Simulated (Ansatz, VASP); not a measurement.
HfC: VASP beside Ansatz

```
Hf C
1.0
     0.00000    2.30940    2.30940
     2.30940    0.00000    2.30940
     2.30940    2.30940    0.00000
Hf C
1 1
Cartesian
  2.3094 2.3094 2.3094
  0.0000 0.0000 0.0000
```

Change from the starting cell: volume scaled by 0.98.

Alike in both runs: task single point; functional LDA; k mesh 12 × 12 × 12; occupations fermi-dirac, width 0.05 eV; no spin polarisation.

```csv
,VASP,Ansatz
version,VASP 6.6.1,Ansatz 0.2.0
potentials or method,"VASP PAW LDA potentials, release 64 (Hf_pv, C), cutoff 520 eV","all-electron LAPW, scalar-relativistic"
```

|  | VASP | Ansatz | Ansatz less VASP |
| --- | --- | --- | --- |
| pressure (GPa) | -6.9 | -7.3 | -0.32 |

LDA's correlation is that of Perdew and Zunger in VASP and of Perdew and Wang (1992) in Ansatz. Ansatz ran all-electron here, and VASP with PAW potentials.

Neither program's run includes spin-orbit coupling.
